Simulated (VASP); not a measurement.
Sc, 2 atoms in the cell. It takes space group P6_3/mmc (No. 194, hexagonal). The conventional cell has a = 3.319 Å, b = 3.319 Å, c = 5.184 Å, α = 90.00°, β = 90.00°, γ = 120.00°. Sc (site symmetry -6m2) has 12 Sc at 3.22 to 3.32 Å within 4.2 Å. 

| Property | Result |
| --- | --- |
| Program | VASP 6.6.1 |
| Task | single point |
| Functional | PBE |
| Potentials or basis | VASP PAW PBE potentials, release 64 (Sc_sv) |
| Cutoff | 520 eV |
| k mesh | 11 × 11 × 6 |
| Occupations | gaussian, width 0.03 eV |
| Spin | no spin polarisation |
| Dipole correction | no |
| Further INCAR settings | ALGO = Normal; EDIFF = 1e-07; NBANDS = 18 |

Potentials or basis: VASP PAW PBE potentials, release 64 (Sc_sv).

The run is started by

```bash
$ cat potpaw_PBE.64/Sc_sv/POTCAR > POTCAR
$ mpirun -np 1 vasp_std > vasp.out
```

Hardware: 1 thread of Intel Xeon 8259CL, with other jobs on the host.

Task: How long does it take, and how much memory?

Result: Wall time 120 s on 1 thread of Intel Xeon 8259CL, on a shared host, peak memory 0.2 GiB. Counts: scf iterations 13, k points 64.
